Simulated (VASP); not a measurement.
# MoS2 (P6_3/mmc) in VASP: further runs

Runs on MoS2. Level: PBE. Tasks: single point, relaxation of cell and atoms.

Everything below comes from runs of VASP 6.6.1. Logs are shortened: lines on timing, memory, paths and dates and some standing lists are left out, and cuts for length are marked.

### 1 The cell of the first run

It takes space group P6_3/mmc (No. 194, hexagonal). Conventional cell: a = 3.185 Å, b = 3.185 Å, c = 14.808 Å, α = 90.00°, β = 90.00°, γ = 120.00°. Mo (site symmetry -6m2) has 6 S at 2.41 Å and 6 Mo at 3.19 Å within 3.2 Å. Within 3.2 Å of S (site symmetry 3m) lie 3 Mo at 2.41 Å and 7 S at 3.13 to 3.19 Å.

### 2 Single point, PBE

INCAR reads:

```
PREC     = Accurate       # precision mode
ENCUT    = 520            # plane-wave cutoff, eV
EDIFF    = 1E-6           # SCF threshold, eV
ISMEAR   = 0              # smearing method
SIGMA    = 0.02           # smearing width, eV
LREAL    = False          # projectors in reciprocal space
LASPH    = True           # aspherical terms in the spheres
NELM     = 100            # most SCF steps
ALGO     = Normal         # electronic algorithm
ISIF     = 2              # what is computed and relaxed
LWAVE    = False          # write WAVECAR
LCHARG   = False          # write CHGCAR
GGA      = PE             # functional
NBANDS   = 35             # bands
```

KPOINTS reads:

```
regular mesh
0
Gamma
  12 12 2
```

POSCAR reads:

```
MoS2
1.0
    3.1850687533      0.0000000029      0.0000000000
   -1.5925343791      2.7583504517      0.0000000000
    0.0000000000      0.0000000000     14.8079795476
Mo S
2 4
Direct
    0.6666666667      0.3333333333      0.2500000000
    0.3333333333      0.6666666667      0.7500000000
    0.6666666667      0.3333333333      0.6444802404
    0.3333333333      0.6666666667      0.3555197596
    0.6666666667      0.3333333333      0.8555197596
    0.3333333333      0.6666666667      0.1444802404
```

Potentials or basis: VASP PAW PBE potentials, release 64 (Mo_sv, S).

The run is started by

```console
$ cat potpaw_PBE.64/Mo_sv/POTCAR potpaw_PBE.64/S/POTCAR > POTCAR
$ mpirun -np 1 vasp_std > vasp.out
```

OUTCAR:

```text
PREC = Accurate
   ENCUT = 520
   EDIFF = 1E-6
   ISMEAR = 0
   LREAL = False
   LASPH = True
   NELM = 100
   ISIF = 2
   GGA = PE

 ion  position               nearest neighbor table
   1  0.667  0.333  0.250-   4 2.41   6 2.41   4 2.41   6 2.41   4 2.41   6 2.41
   2  0.333  0.667  0.750-   3 2.41   5 2.41   3 2.41   5 2.41   3 2.41   5 2.41
   3  0.667  0.333  0.644-   2 2.41   2 2.41   2 2.41
   4  0.333  0.667  0.356-   1 2.41   1 2.41   1 2.41
   5  0.667  0.333  0.856-   2 2.41   2 2.41   2 2.41
   6  0.333  0.667  0.144-   1 2.41   1 2.41   1 2.41

  LATTYP: Found a hexagonal cell.
 ALAT       =     3.1850687533
 C/A-ratio  =     4.6491867820

  Lattice vectors:

 A1 = (   3.1850687533,   0.0000000029,   0.0000000000)
 A2 = (  -1.5925343791,   2.7583504517,   0.0000000000)
 A3 = (   0.0000000000,   0.0000000000,  14.8079795476)

Analysis of symmetry for initial positions (statically):
=====================================================================
 Subroutine PRICEL returns:
 Original cell was already a primitive cell.

 Routine SETGRP: Setting up the symmetry group for a
 hexagonal supercell.

 Subroutine GETGRP returns: Found 24 space group operations
 (whereof 12 operations were pure point group operations)
 out of a pool of 24 trial point group operations.

The static configuration has the point symmetry D_3d.
 The point group associated with its full space group is D_6h.

Analysis of symmetry for dynamics (positions and initial velocities):
=====================================================================
 Subroutine PRICEL returns:
 Original cell was already a primitive cell.

 Routine SETGRP: Setting up the symmetry group for a
 hexagonal supercell.

 Subroutine GETGRP returns: Found 24 space group operations
 (whereof 12 operations were pure point group operations)
 out of a pool of 24 trial point group operations.

The dynamic configuration has the point symmetry D_3d.
 The point group associated with its full space group is D_6h.

 Subroutine INISYM returns: Found 24 space group operations
 (whereof 12 operations are pure point group operations),
 and found     1 'primitive' translations

----------------------------------------------------------------------------------------

                                     Primitive cell

  volume of cell :     130.0960

  direct lattice vectors                    reciprocal lattice vectors
[... 97 lines left out ...]
   EDIFFG = 0.1E-04   stopping-criterion for IOM
   NSW    =      0    number of steps for IOM
   IBRION =     -1    ionic relax: 0-MD 1-quasi-New 2-CG
   NFREE  =      0    steps in history (QN), initial steepest desc. (CG)
   ISIF   =      2    stress and relaxation
   ISYM   =      2    0-nonsym 1-usesym 2-fastsym
   POTIM  = 0.5000    time-step for ionic-motion
   TEBEG  =    0.0;   TEEND  =   0.0 temperature during run
   PSTRESS=    0.0 pullay stress
   NELECT =      52.0000    total number of electrons
   NUPDOWN=      -1.0000    fix difference up-down
   EMIN   =  10.00;   EMAX   =-10.00  energy-range for DOS
   EFERMI =   0.00;   METHOD = LEGACY
   ISMEAR =     0;   SIGMA  =   0.02  broadening in eV -4-tet -1-fermi 0-gaus
   EFERMI_NEDOS =   21; number of points for ismear=-14 and -15
   IALGO  =     38    algorithm
   IMIX   =      4    mixing-type and parameters
     AMIX     =   0.40;   BMIX     =  1.00
     AMIX_MAG =   1.60;   BMIX_MAG =  1.00
  volume/ion in A,a.u.               =      21.68       146.32
  Fermi-wavevector in a.u.,A,eV,Ry     =   1.205928  2.278873 19.786429  1.454262
  Thomas-Fermi vector in A             =   2.341610
   LORBIT       =      0    0 simple, 1 ext, 2 COOP (PROOUT), +10 PAW based schemes
   GGA     = PE    functional components
   LHFCALC =     F    Hartree Fock is set to
   AEXX    =    0.0000 exact exchange contribution
   IVDW    =     0    specifies the selected vdW correction
   LEPSILON=     F    determine dielectric tensor
   LRPA    =     F    only Hartree local field effects (RPA)
 non-spin polarized calculation
 Gauss-broadening in eV      SIGMA  =   0.02
  energy-cutoff  :      520.00
  volume of cell :      130.10
 maximum number of plane-waves:      3525
 NGX is ok and might be reduce to    24
   NGX = 11   NGY = 11   NGZ = 55

 number of electron      51.9999999 magnetization

 Free energy of the ion-electron system (eV)
  ---------------------------------------------------
  ext. energy  EPLUGINS =         0.00000000
  ---------------------------------------------------
  free energy    TOTEN  =       -43.71545411 eV

  energy without entropy =      -43.71545411  energy(sigma->0) =      -43.71545411

 E-fermi :   5.0718     XC(G=0):  -9.4407

 val. band max:        4.7874255805   @ k =   0.0000   0.0000   0.0000
 cond. band min:       6.2462206718   @ k =   0.3333   0.3333   0.0000
 fundamental gap:      1.4587950913
 Fermi energy:         5.0718237432

 k-point     1 :       0.0000    0.0000    0.0000
  band No.  band energies     occupation
      1     -56.2868      2.00000
      2     -56.2867      2.00000
      3     -30.4243      2.00000
      4     -30.4243      2.00000
      5     -30.2226      2.00000
      6     -30.2226      2.00000
[... 901 lines left out ...]
     34       8.6627      0.00000
     35      11.9931      0.00000

 [... further k-points ...]

------------------------ aborting loop because EDIFF is reached ----------------------------------------

  FORCE on cell =-STRESS in cart. coord.  units (eV):
  Direction    XX          YY          ZZ          XY          YZ          ZX
  --------------------------------------------------------------------------------------
  -------------------------------------------------------------------------------------
  Total       -0.0704284     -0.0704284     -0.1009021     -0.0000000     -0.0000000     -0.0000000
  in kB       -0.8673497     -0.8673497     -1.2426434     -0.0000000     -0.0000000     -0.0000000
  external PRESSURE =      -0.9924476 kB  Pullay stress =       0.0000000 kB

 VOLUME and BASIS-vectors are now :
 -----------------------------------------------------------------------------
  energy-cutoff  :      520.00
  volume of cell :      130.10
      direct lattice vectors                 reciprocal lattice vectors
     3.185068753  0.000000003  0.000000000     0.313964965  0.181267757  0.000000000
    -1.592534379  2.758350452  0.000000000    -0.000000000  0.362535514  0.000000000
     0.000000000  0.000000000 14.807979548     0.000000000  0.000000000  0.067531158

 POSITION                                       TOTAL-FORCE (eV/Angst)
 -----------------------------------------------------------------------------------
      1.59253      0.91945      3.70199         0.000000     -0.000000      0.000000
     -0.00000      1.83890     11.10598        -0.000000      0.000000      0.000000
      1.59253      0.91945      9.54345        -0.000000     -0.000000      0.010396
     -0.00000      1.83890      5.26453        -0.000000     -0.000000     -0.010396
      1.59253      0.91945     12.66852        -0.000000     -0.000000     -0.010396
     -0.00000      1.83890      2.13946        -0.000000     -0.000000      0.010396
 -----------------------------------------------------------------------------------
    total drift:                               -0.000000      0.000000     -0.000000

  FREE ENERGIE OF THE ION-ELECTRON SYSTEM (eV)
  ---------------------------------------------------
  free  energy   TOTEN  =       -43.7154541071 eV

  energy  without entropy=      -43.7154541071  energy(sigma->0) =      -43.71545411
```

stdout:

```text
POSCAR found type information on POSCAR MoS
 POSCAR found :  2 types and       6 ions
 scaLAPACK will be used
 LDA part: xc-table for (Slater+PW92), standard interpolation
 POSCAR, INCAR and KPOINTS ok, starting setup
 FFT: planning ... GRIDC
 FFT: planning ... GRID_SOFT
 FFT: planning ... GRID
 WAVECAR not read
 entering main loop
```

Wall time 2 min (1 thread of Intel Xeon Platinum 8259CL at 2.50GHz (Skylake/Cascade Lake), shared host); peak memory 0.31 GiB.

What came out:

```
Free energy            : -43.7155 eV
Pressure               : -0.1 GPa
Largest force          : 0.010 eV/Å
Band gap on the k mesh : 1.46 eV, indirect (least direct gap 1.67 eV)
```

Forces on the atoms (eV/Å):
```
Mo   0.000  0.000  0.000
Mo   0.000  0.000  0.000
S    0.000  0.000  0.010
S    0.000  0.000 -0.010
S    0.000  0.000 -0.010
S    0.000  0.000  0.010
```

Caveat: this functional lacks dispersion, which binds the layers, so the pressure and a relaxed spacing across them are unreliable. A k mesh can miss the band edges.

### 3 Relaxation of cell and atoms, PBE

This run uses another cell than the first one, of 19.68 Å³/atom, 0.908 times its volume.

INCAR reads:

```
  PREC = Accurate
  ENCUT = 600
  EDIFF = 1E-6
  ISMEAR = 0
  SIGMA = 0.02
  LREAL = False
  LASPH = True
  NELM = 100
  ALGO = Normal
  ISIF = 3
  LWAVE = False
  LCHARG = False
  GGA = PE
  IBRION = 2
  NSW = 100
  EDIFFG = -0.005
```

KPOINTS is that of step 2.

POSCAR reads:

```
MoS2
1.0
    3.1922379100      0.0000000000      0.0000000000
   -1.5961189600      2.7645591300      0.0000000000
    0.0000000000      0.0000000000     13.3782940000
Mo S
2 4
Direct
    0.6666666700      0.3333333300      0.2500000000
    0.3333333300      0.6666666700      0.7500000000
    0.6666666700      0.3333333300      0.6330820000
    0.3333333300      0.6666666700      0.3669180000
    0.6666666700      0.3333333300      0.8669180000
    0.3333333300      0.6666666700      0.1330820000
```

Potentials or basis: VASP PAW PBE potentials, release 64 (Mo_sv, S).

The run is started by

```console
$ cat potpaw_PBE.64/Mo_sv/POTCAR potpaw_PBE.64/S/POTCAR > POTCAR
$ mpirun -np 1 vasp_std > vasp.out
```

Run time: 32 min. Hardware: 1 thread of Intel Xeon Platinum 8259CL at 2.50GHz (Skylake/Cascade Lake), shared host; peak memory 0.38 GiB.

It converged, with:

- Free energy: -43.7129 eV
- Relaxed volume: 20.85 Å³/atom
- Relaxed cell: a = 3.185 Å, b = 3.185 Å, c = 14.242 Å, α = 90.00°, β = 90.00°, γ = 120.00°
- Space group after relaxing (to 0.05 Å): P6_3/mmc (No. 194)
- Energy gained by relaxing: 1.9 meV/atom
- Ionic steps: 20
- Pressure after relaxing: 0.0 GPa
- Band gap on the k mesh: 1.39 eV, indirect (least direct gap 1.66 eV)

The path:
```csv
step,energy change (eV),largest force (eV/Å),pressure (GPa),volume (Å³)
1,0.0000,0.1049,-0.65,118.07
2,0.0027,0.1509,1.32,116.70
3,-0.0015,0.0099,0.08,117.55
4,-0.0020,0.0314,0.09,117.58
5,-0.0021,0.0514,0.10,117.61
6,-0.0025,0.0500,0.11,117.75
7,-0.0036,0.0448,0.10,118.16
8,-0.0056,0.0328,0.10,118.99
9,-0.0084,0.0050,0.13,120.66
10,-0.0106,0.0702,0.31,123.99
11,-0.0111,0.0343,0.11,124.39
12,-0.0113,0.0074,-0.12,124.87
13,-0.0114,0.0098,-0.11,124.91
14,-0.0114,0.0163,-0.06,125.01
15,-0.0114,0.0182,-0.05,125.05
16,-0.0115,0.0037,0.04,125.02
17,-0.0115,0.0044,0.03,125.02
18,-0.0115,0.0025,0.03,125.04
19,-0.0115,0.0025,-0.01,125.12
20,-0.0115,0.0001,0.00,125.09
```

Final structure:
```xyz
6
Lattice="3.1846 0.0000 0.0000 -1.5923 2.7580 0.0000 0.0000 0.0000 14.2416" Properties=species:S:1:pos:R:3 pbc="T T T"
Mo    1.5923    0.9193    3.5604
Mo    0.0000    1.8387   10.6812
S     1.5923    0.9193    9.1193
S     0.0000    1.8387    5.1223
S     1.5923    0.9193   12.2431
S     0.0000    1.8387    1.9985
```

Levels at points of the mesh, in eV from the valence-band top:
```
           k point  band 23  band 24  band 25  band 26  band 27  band 28  band 29  band 30
(0.00, 0.00, 0.00)    -1.77    -1.62    -0.51     0.00     2.48     2.48     2.49     2.49
(0.50, 0.00, 0.00)    -1.26    -1.24    -0.91    -0.90     1.96     1.97     2.44     2.52
(0.00, 0.00, 0.50)    -1.78    -1.78    -0.20    -0.20     2.48     2.48     2.48     2.48
(0.50, 0.00, 0.50)    -1.25    -1.25    -0.90    -0.90     1.97     1.97     2.48     2.48
```

Caveat: this functional lacks dispersion, which binds the layers, so the pressure and a relaxed spacing across them are unreliable. A k mesh can miss the band edges.
